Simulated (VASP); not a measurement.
Input of a VASP 6.6.1 run:

The input INCAR:

```
SYSTEM = HfB2
ALGO     = Normal         ! electronic algorithm
EDIFF    = 1E-6           ! SCF threshold, eV
EDIFFG   = -0.01          ! ionic threshold
ENCUT    = 600            ! plane-wave cutoff, eV
GGA      = CA             ! functional
IBRION   = 2              ! ionic algorithm
ISIF     = 3              ! what is computed and relaxed
ISMEAR   = -1             ! smearing method
LASPH    = .TRUE.         ! aspherical terms in the spheres
LCHARG   = .FALSE.        ! write CHGCAR
LREAL    = .FALSE.        ! projectors in reciprocal space
LWAVE    = .FALSE.        ! write WAVECAR
NELM     = 100            ! most SCF steps
NSW      = 60             ! ionic steps
PREC     = Accurate       ! precision mode
SIGMA    = 0.05           ! smearing width, eV
```

The input KPOINTS:

```
k-points
0
G
  10 10 8
  0 0 0
```

Contents of POSCAR:

```
HfB2
1.0
    3.1400000000      0.0000000000      0.0000000000
   -1.5700000000      2.7193197679      0.0000000000
    0.0000000000      0.0000000000      3.4800000000
Hf B
1 2
Direct
    0.0000000000      0.0000000000      0.0000000000
    0.6666666667      0.3333333333      0.5000000000
    0.3333333333      0.6666666667      0.5000000000
```

Potentials or basis: VASP PAW LDA potentials, release 64 (Hf_pv, B).

Launch:

```bash
$ cat potpaw_LDA.64/Hf_pv/POTCAR potpaw_LDA.64/B/POTCAR > POTCAR
$ mpirun -np 1 vasp_std > vasp.out
```

Q: Estimate the space group after relaxing (to 0.05 Å).

A: P6/mmm (No. 191).

Q: Predict the relaxed cell.

A: a = 3.102 Å, b = 3.102 Å, c = 3.432 Å, α = 90.00°, β = 90.00°, γ = 120.00°.

Step by step:
| step | energy change (eV) | largest force (eV/Å) | pressure (GPa) | volume (Å³) |
| --- | --- | --- | --- | --- |
| 1 | 0.0000 | 0.0000 | -9.71 | 29.71 |
| 2 | 0.0317 | 0.0000 | 15.50 | 27.21 |
| 3 | -0.0342 | 0.0000 | -0.13 | 28.63 |
| 4 | -0.0342 | 0.0000 | 0.05 | 28.61 |
| 5 | -0.0344 | 0.0000 | 0.07 | 28.61 |

 Zero-point motion and thermal expansion aren't in these numbers.
